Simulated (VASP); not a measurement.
Set up this calculation in VASP 6.6.1, as the native input.

```yaml
Task: single point
Functional: PBE
Potentials_or_basis: VASP PAW PBE potentials, release 64 (Si, C)
Cutoff: 600 eV
k_mesh: 10 × 10 × 10
Occupations: gaussian, width 0.01 eV
Spin: no spin polarisation
Dipole_correction: no
Further_INCAR_settings: ALGO = Normal; EDIFF = 1e-06; NBANDS = 11
```

The structure of SiC lies in POSCAR:

```
SiC
1.0
    0.0000000000      2.1898586896      2.1898586896
    2.1898586896      0.0000000000      2.1898586896
    2.1898586896      2.1898586896      0.0000000000
Si C
1 1
Direct
    0.0000000000      0.0000000000      0.0000000000
    0.2500000000      0.2500000000      0.2500000000
```

The input as run:

INCAR

```
SYSTEM = SiC
  PREC = Accurate
  ENCUT = 600
  EDIFF = 1E-6
  ISMEAR = 0
  SIGMA = 0.01
  LREAL = .False.
  LASPH = .True.
  NELM = 120
  ALGO = Normal
  ISIF = 2
  LWAVE = .False.
  LCHARG = .False.
  GGA = PE
  NBANDS = 11
  GGA_COMPAT = .False.
```

KPOINTS

```
regular mesh
0
Gamma
  10 10 10
  0 0 0
```

Potentials or basis: VASP PAW PBE potentials, release 64 (Si, C).

Command:

```bash
$ cat potpaw_PBE.64/Si/POTCAR potpaw_PBE.64/C/POTCAR > POTCAR
$ mpirun -np 1 vasp_std > vasp.out
```

Results of the run:

```json
{
 "Pressure": "-0.2 GPa",
 "Band gap on the k mesh": "1.37 eV (least direct gap 4.53 eV)"
}
```

Wall time 24 s on 1 thread of Intel(R) Xeon(R) Platinum 8375C CPU @ 2.90GHz (Ice Lake) (shared host), peak memory 0.15 GiB.
